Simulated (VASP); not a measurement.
# CdS (P6_3mc) in VASP: further runs

The runs below take CdS through relaxation of cell and atoms, with PBEsol.

Everything below comes from runs of VASP 6.6.1. Logs are shortened: lines on timing, memory, paths and dates and some standing lists are left out, and cuts for length are marked.

**1. The cell of the first run**

It takes space group P6_3mc (No. 186, hexagonal). Conventional cell: a = 4.124 Å, b = 4.124 Å, c = 6.710 Å, α = 90.00°, β = 90.00°, γ = 120.00°. Within 3.3 Å of Cd (site symmetry 3m) lie 4 S at 2.52 to 2.53 Å. Within 3.3 Å of S (site symmetry 3m) lie 4 Cd at 2.52 to 2.53 Å.

**2. Relaxation of cell and atoms, PBEsol, target pressure 7 GPa, at which the enthalpy is minimised**

The input, INCAR:

```
ALGO = Normal
EDIFF = 1E-6
EDIFFG = -0.002
ENCUT = 600
GGA = PS
IBRION = 2
ISIF = 3
ISMEAR = 0
LASPH = True
LCHARG = False
LREAL = False
LWAVE = False
NELM = 60
NSW = 100
PREC = Accurate
PSTRESS = 70.0
SIGMA = 0.01
```

The input, KPOINTS:

```
k-points
0
Gamma
  6 6 4
```

The input, POSCAR:

```
CdS
1.0
    4.1238484089      0.0000000000      0.0000000000
   -2.0619242044      3.5713574835      0.0000000000
    0.0000000000      0.0000000000      6.7097297170
Cd S
2 2
Direct
    0.3333333333      0.6666666667     -0.0007762665
    0.6666666667      0.3333333333      0.4992237335
    0.3333333333      0.6666666667      0.3757762665
    0.6666666667      0.3333333333      0.8757762665
```

Potentials or basis: VASP PAW PBE potentials, release 64 (Cd, S).

Started as:

```
$ cat potpaw_PBE.64/Cd/POTCAR potpaw_PBE.64/S/POTCAR > POTCAR
$ mpirun -np 1 vasp_std > vasp.out
```

OUTCAR:

```text
EDIFF = 1E-6
   EDIFFG = -0.002
   ENCUT = 600
   GGA = PS
   IBRION = 2
   ISIF = 3
   ISMEAR = 0
   LASPH = True
   LREAL = False
   NELM = 60
   NSW = 100
   PREC = Accurate
   PSTRESS = 70.0

 ion  position               nearest neighbor table
   1  0.333  0.667  0.999-   4 2.52   4 2.52   4 2.52   3 2.53
   2  0.667  0.333  0.499-   3 2.52   3 2.52   3 2.52   4 2.53
   3  0.333  0.667  0.376-   2 2.52   2 2.52   2 2.52   1 2.53
   4  0.667  0.333  0.876-   1 2.52   1 2.52   1 2.52   2 2.53

  LATTYP: Found a hexagonal cell.
 ALAT       =     4.1238484089
 C/A-ratio  =     1.6270553744

  Lattice vectors:

 A1 = (   4.1238484089,   0.0000000000,   0.0000000000)
 A2 = (  -2.0619242044,   3.5713574835,   0.0000000000)
 A3 = (   0.0000000000,   0.0000000000,   6.7097297170)

Analysis of symmetry for initial positions (statically):
=====================================================================
 Subroutine PRICEL returns:
 Original cell was already a primitive cell.

 Routine SETGRP: Setting up the symmetry group for a
 hexagonal supercell.

 Subroutine GETGRP returns: Found 12 space group operations
 (whereof  6 operations were pure point group operations)
 out of a pool of 24 trial point group operations.

The static configuration has the point symmetry C_3v.
 The point group associated with its full space group is C_6v.

Analysis of symmetry for dynamics (positions and initial velocities):
=====================================================================
 Subroutine PRICEL returns:
 Original cell was already a primitive cell.

 Routine SETGRP: Setting up the symmetry group for a
 hexagonal supercell.

 Subroutine GETGRP returns: Found 12 space group operations
 (whereof  6 operations were pure point group operations)
 out of a pool of 24 trial point group operations.

The dynamic configuration has the point symmetry C_3v.
 The point group associated with its full space group is C_6v.

 Subroutine INISYM returns: Found 12 space group operations
 (whereof  6 operations are pure point group operations),
 and found     1 'primitive' translations

----------------------------------------------------------------------------------------

                                     Primitive cell

  volume of cell :      98.8191

  direct lattice vectors                    reciprocal lattice vectors
     4.123848409  0.000000000  0.000000000     0.242491940  0.140002787  0.000000000
    -2.061924204  3.571357483  0.000000000     0.000000000  0.280005573  0.000000000
     0.000000000  0.000000000  6.709729717     0.000000000  0.000000000  0.149037300

  length of vectors
     4.123848409  4.123848409  6.709729717     0.280005573  0.280005573  0.149037300

  position of ions in fractional coordinates (direct lattice)
     0.333333333  0.666666667  0.999223734
     0.666666667  0.333333333  0.499223734
     0.333333333  0.666666667  0.375776266
     0.666666667  0.333333333  0.875776266

  ion indices of the primitive-cell ions
   primitive index   ion index
                 1           1
                 2           2
                 3           3
                 4           4

----------------------------------------------------------------------------------------

 KPOINTS: k-points

Automatic generation of k-mesh.
 Grid dimensions read from file:
 generate k-points for:    6    6    4

 Generating k-lattice:

  Cartesian coordinates                     Fractional coordinates (reciprocal lattice)
     0.040415323  0.023333798  0.000000000     0.166666667  0.000000000  0.000000000
     0.000000000  0.046667596  0.000000000     0.000000000  0.166666667  0.000000000
     0.000000000  0.000000000  0.037259325     0.000000000  0.000000000  0.250000000

  Length of vectors
     0.046667596  0.046667596  0.037259325

  Shift w.r.t. Gamma in fractional coordinates (k-lattice)
     0.000000000  0.000000000  0.000000000

 Subroutine IBZKPT returns following result:
 ===========================================

 Found     21 irreducible k-points:

 Following reciprocal coordinates:
            Coordinates               Weight
  0.000000  0.000000  0.000000      1.000000
  0.166667  0.000000  0.000000      6.000000
  0.333333  0.000000  0.000000      6.000000
  0.500000  0.000000  0.000000      3.000000
  0.166667  0.166667  0.000000      6.000000
  0.333333  0.166667  0.000000     12.000000
[... 13 lines left out ...]
  0.333333  0.166667  0.500000     12.000000
  0.333333  0.333333  0.500000      2.000000
   k-points           NKPTS =     21   k-points in BZ     NKDIM =     21   number of bands    NBANDS=     22
   number of dos      NEDOS =    301   number of ions     NIONS =      4
   total plane-waves  NPLWV =  69984
   dimension x,y,z NGX =    36 NGY =   36 NGZ =   54
   dimension x,y,z NGXF=    72 NGYF=   72 NGZF=  108
   ions per type =               2   2
   NGX,Y,Z   is equivalent  to a cutoff of  14.51, 14.51, 13.38 a.u.
   NGXF,Y,Z  is equivalent  to a cutoff of  29.03, 29.03, 26.76 a.u.
 SYSTEM =  unknown system
   PREC   = accura    normal or accurate (medium, high low for compatibility)
   ISTART =      0    job   : 0-new  1-cont  2-samecut
   ICHARG =      2    charge: 1-file 2-atom 10-const
   ISPIN  =      1    spin polarized calculation?
   LNONCOLLINEAR =      F non collinear calculations
   LSORBIT =      F    spin-orbit coupling
   LASPH  =      T    aspherical Exc in radial PAW
   ENCUT  =  600.0 eV  44.10 Ry    6.64 a.u.   8.24  8.24 13.40*2*pi/ulx,y,z
   NELM   =     60;   NELMIN=  2; NELMDL= -5     # of ELM steps
   EDIFF  = 0.1E-05   stopping-criterion for ELM
   LREAL  =      F    real-space projection
   EDIFFG = -.2E-02   stopping-criterion for IOM
   NSW    =    100    number of steps for IOM
   IBRION =      2    ionic relax: 0-MD 1-quasi-New 2-CG
   NFREE  =      1    steps in history (QN), initial steepest desc. (CG)
   ISIF   =      3    stress and relaxation
   ISYM   =      2    0-nonsym 1-usesym 2-fastsym
   POTIM  = 0.5000    time-step for ionic-motion
   TEBEG  =    0.0;   TEEND  =   0.0 temperature during run
   PSTRESS=   70.0 pullay stress
   NELECT =      36.0000    total number of electrons
   NUPDOWN=      -1.0000    fix difference up-down
   EMIN   =  10.00;   EMAX   =-10.00  energy-range for DOS
   EFERMI =   0.00;   METHOD = LEGACY
   ISMEAR =     0;   SIGMA  =   0.01  broadening in eV -4-tet -1-fermi 0-gaus
   EFERMI_NEDOS =   21; number of points for ismear=-14 and -15
   IALGO  =     38    algorithm
   IMIX   =      4    mixing-type and parameters
     AMIX     =   0.40;   BMIX     =  1.00
     AMIX_MAG =   1.60;   BMIX_MAG =  1.00
  volume/ion in A,a.u.               =      24.70       166.72
  Fermi-wavevector in a.u.,A,eV,Ry     =   1.169218  2.209501 18.600111  1.367070
  Thomas-Fermi vector in A             =   2.305693
   LORBIT       =      0    0 simple, 1 ext, 2 COOP (PROOUT), +10 PAW based schemes
   GGA     = PS    functional components
   LHFCALC =     F    Hartree Fock is set to
   AEXX    =    0.0000 exact exchange contribution
   IVDW    =     0    specifies the selected vdW correction
   LEPSILON=     F    determine dielectric tensor
   LRPA    =     F    only Hartree local field effects (RPA)
 conjugate gradient relaxation of ions
 non-spin polarized calculation
 Gauss-broadening in eV      SIGMA  =   0.01
  energy-cutoff  :      600.00
  volume of cell :       98.82
 maximum number of plane-waves:      3318
 NGX is ok and might be reduce to    36
   NGX = 17   NGY = 17   NGZ = 27

--------------------------------------- Ionic step        1  -------------------------------------------

 number of electron      36.0000002 magnetization

 Free energy of the ion-electron system (eV)
  ---------------------------------------------------
  ext. energy  EPLUGINS =         0.00000000
  ---------------------------------------------------
  free energy    TOTEN  =       -13.63041403 eV

  energy without entropy =      -13.63041403  energy(sigma->0) =      -13.63041403

------------------------ aborting loop because EDIFF is reached ----------------------------------------

  FORCE on cell =-STRESS in cart. coord.  units (eV):
  Direction    XX          YY          ZZ          XY          YZ          ZX
  --------------------------------------------------------------------------------------
  -------------------------------------------------------------------------------------
  Total        0.2398561      0.2398561      0.2268150      0.0000000      0.0000000      0.0000000
  in kB        3.8888426      3.8888426      3.6774036      0.0000000      0.0000000      0.0000000
  external PRESSURE =     -66.1816371 kB  Pullay stress =      70.0000000 kB
[... 25 lines left out ...]
  enthalpy is  TOTEN    =        -9.3129522631 eV   P V=        4.3174617660

--------------------------------------- Ionic step        2  -------------------------------------------

 number of electron      36.0000001 magnetization

 E-fermi :   2.7950     XC(G=0): -10.1214

 val. band max:        2.7043820704   @ k =   0.0000   0.0000   0.0000
 cond. band min:       4.1229601327   @ k =   0.0000   0.0000   0.0000
 fundamental gap:      1.4185780623
 Fermi energy:         2.7949942310

 k-point     1 :       0.0000    0.0000    0.0000
  band No.  band energies     occupation
      1     -10.7961      2.00000
      2     -10.1827      2.00000
      3      -5.7501      2.00000
      4      -5.7394      2.00000
      5      -5.7394      2.00000
      6      -5.6158      2.00000
[... 585 lines left out ...]
  FREE ENERGIE OF THE ION-ELECTRON SYSTEM (eV)
  ---------------------------------------------------
  free  energy   TOTEN  =       -13.4580441146 eV

  energy  without entropy=      -13.4580441146  energy(sigma->0) =      -13.45804411

  enthalpy is  TOTEN    =        -9.4949667010 eV   P V=        3.9630774136

[... ionic steps 4 to 12 ...]

--------------------------------------- Ionic step       13  -------------------------------------------

 number of electron      36.0000001 magnetization

------------------------ aborting loop because EDIFF is reached ----------------------------------------

  FORCE on cell =-STRESS in cart. coord.  units (eV):
  Direction    XX          YY          ZZ          XY          YZ          ZX
  --------------------------------------------------------------------------------------
  -------------------------------------------------------------------------------------
  Total        3.9520984      3.9520984      3.9711518      0.0000000      0.0000000      0.0000000
  in kB       69.8471730     69.8471730     70.1839132      0.0000000      0.0000000      0.0000000
  external PRESSURE =      -0.0405803 kB  Pullay stress =      70.0000000 kB
[... 65 lines left out ...]
  enthalpy is  TOTEN    =        -9.4950097823 eV   P V=        3.9606842689

--------------------------------------- Ionic step       15  -------------------------------------------

 number of electron      36.0000001 magnetization

 Free energy of the ion-electron system (eV)
  ---------------------------------------------------
  ext. energy  EPLUGINS =         0.00000000
  ---------------------------------------------------
  free energy    TOTEN  =       -13.45558768 eV

  energy without entropy =      -13.45558768  energy(sigma->0) =      -13.45558768

 E-fermi :   2.0999     XC(G=0):  -9.8022

 val. band max:        2.0424442991   @ k =   0.0000   0.0000   0.0000
 cond. band min:       3.3229451124   @ k =   0.0000   0.0000   0.0000
 fundamental gap:      1.2805008133
 Fermi energy:         2.0999117888

 k-point     1 :       0.0000    0.0000    0.0000
  band No.  band energies     occupation
      1     -10.9589      2.00000
      2     -10.4205      2.00000
      3      -6.0647      2.00000
      4      -6.0510      2.00000
      5      -6.0510      2.00000
      6      -5.9435      2.00000
[... 545 lines left out ...]
  FREE ENERGIE OF THE ION-ELECTRON SYSTEM (eV)
  ---------------------------------------------------
  free  energy   TOTEN  =       -13.4555876754 eV

  energy  without entropy=      -13.4555876754  energy(sigma->0) =      -13.45558768

  enthalpy is  TOTEN    =        -9.4950288777 eV   P V=        3.9605587977

 reached required accuracy - stopping structural energy minimisation
```

Wall time 2.7 min (1 thread of AMD EPYC 9R45 (Zen 5), shared host); peak memory 0.26 GiB.

Results:

```yaml
Free_energy: -13.4556 eV
Relaxed_volume: 22.66 Å³/atom
Relaxed_cell: a = 4.004 Å, b = 4.004 Å, c = 6.528 Å, α = 90.00°, β = 90.00°, γ = 120.00°
Space_group_after_relaxing_to_0.1_Å: P6_3mc (No. 186)
Energy_change_on_relaxing_the_run_minimises_the_enthalpy: +43.7 meV/atom
Ionic_steps: 15
Pressure_after_relaxing: 7.0 GPa
Band_gap_on_the_k_mesh: 1.28 eV
```

The path:
```csv
step,energy change (eV),largest force (eV/Å),pressure (GPa),volume (Å³)
1,0.0000,0.0023,0.38,98.82
2,0.5408,0.0168,13.87,84.93
3,0.1724,0.0091,6.92,90.71
4,0.1793,0.0092,7.10,90.55
5,0.1719,0.0036,6.93,90.72
6,0.1746,0.0059,6.95,90.66
7,0.1759,0.0067,7.00,90.63
8,0.1757,0.0061,7.04,90.63
9,0.1751,0.0057,7.01,90.65
10,0.1749,0.0054,7.02,90.65
11,0.1748,0.0053,7.01,90.65
12,0.1747,0.0054,7.00,90.65
13,0.1747,0.0054,7.00,90.65
14,0.1747,0.0041,6.99,90.65
15,0.1748,0.0016,7.00,90.65
```

Final structure:
```yaml
crystal:
  lattice:
    - [4.00445, 0.00000, 0.00000]
    - [-2.00222, 3.46795, 0.00000]
    - [0.00000, 0.00000, 6.52760]
  atoms:
    - { symbol: Cd, position: [0.33333, 0.66667, 0.99959] }
    - { symbol: Cd, position: [0.66667, 0.33333, 0.49959] }
    - { symbol: S, position: [0.33333, 0.66667, 0.37541] }
    - { symbol: S, position: [0.66667, 0.33333, 0.87541] }
```

Caveat: the cell is relaxed towards a set pressure, so the run minimises the enthalpy, not the energy; the PAW data sets were made with another functional, which shifts forces and pressure a little.

(Part 1 of 2 ends here.)
